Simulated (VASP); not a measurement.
Wanted: the native input for a VASP 6.6.1 run.

- Task: density of states
- Functional: PBE
- Potentials or basis: VASP PAW PBE potentials, release 64 (B, N)
- Cutoff: 520 eV
- k mesh: 16 × 16 × 16
- Occupations: fermi-dirac, width 0.03 eV
- Spin: no spin polarisation
- Dipole correction: no
- k mesh for the DOS: 24 × 24 × 24
- Occupations for the DOS: tetrahedron
- Further INCAR settings: ALGO = Normal; EDIFF = 1e-07; NBANDS = 11

Crystal: BN (zincblende type).

```
CELL_PARAMETERS angstrom
0.00000 1.81235 1.81235
1.81235 0.00000 1.81235
1.81235 1.81235 0.00000
ATOMIC_POSITIONS crystal
B 0.00000 0.00000 0.00000
N 0.25000 0.25000 0.25000
```

One way to write it, as run:

POSCAR

```
BN
1.0
    0.0000000000      1.8123531715      1.8123531715
    1.8123531715      0.0000000000      1.8123531715
    1.8123531715      1.8123531715      0.0000000000
B N
1 1
Direct
    0.0000000000      0.0000000000      0.0000000000
    0.2500000000      0.2500000000      0.2500000000
```

INCAR.step1

```
ALGO     = Normal         # electronic algorithm
EDIFF    = 1E-7           # SCF threshold, eV
ENCUT    = 520            # plane-wave cutoff, eV
GGA      = PE             # functional
ISIF     = 2              # what is computed and relaxed
ISMEAR   = -1             # smearing method
LASPH    = True           # aspherical terms in the spheres
LCHARG   = True           # write CHGCAR
LREAL    = False          # projectors in reciprocal space
LWAVE    = False          # write WAVECAR
NBANDS   = 11             # bands
NELM     = 100            # most SCF steps
PREC     = Accurate       # precision mode
SIGMA    = 0.03           # smearing width, eV
```

KPOINTS.step1

```
k-points
0
Gamma
  16 16 16
```

INCAR.step2

```
ALGO     = Normal         # electronic algorithm
EDIFF    = 1E-7           # SCF threshold, eV
ENCUT    = 520            # plane-wave cutoff, eV
GGA      = PE             # functional
ICHARG   = 11             # starting density
ISIF     = 2              # what is computed and relaxed
ISMEAR   = -5             # smearing method
LASPH    = True           # aspherical terms in the spheres
LCHARG   = False          # write CHGCAR
LORBIT   = 11             # projections on sites
LREAL    = False          # projectors in reciprocal space
LWAVE    = False          # write WAVECAR
NBANDS   = 11             # bands
NEDOS    = 1001           # points of the DOS
NELM     = 100            # most SCF steps
PREC     = Accurate       # precision mode
SIGMA    = 0.03           # smearing width, eV
```

KPOINTS.step2

```
k-points
0
Gamma
  24 24 24
```

Potentials or basis: VASP PAW PBE potentials, release 64 (B, N).

Launch:

```console
$ cat potpaw_PBE.64/B/POTCAR potpaw_PBE.64/N/POTCAR > POTCAR
$ cp INCAR.step1 INCAR
$ cp KPOINTS.step1 KPOINTS
$ mpirun -np 1 vasp_std > vasp.out
$ cp INCAR.step2 INCAR
$ cp KPOINTS.step2 KPOINTS
$ mpirun -np 1 vasp_std > vasp.out
```

It gave:

The valence electrons inside the program's atomic spheres are B 2.02; N 3.97.

Run time: 26 s on 1 thread of Intel(R) Xeon(R) Platinum 8488C (Sapphire Rapids) (shared host), peak memory 0.16 GiB.
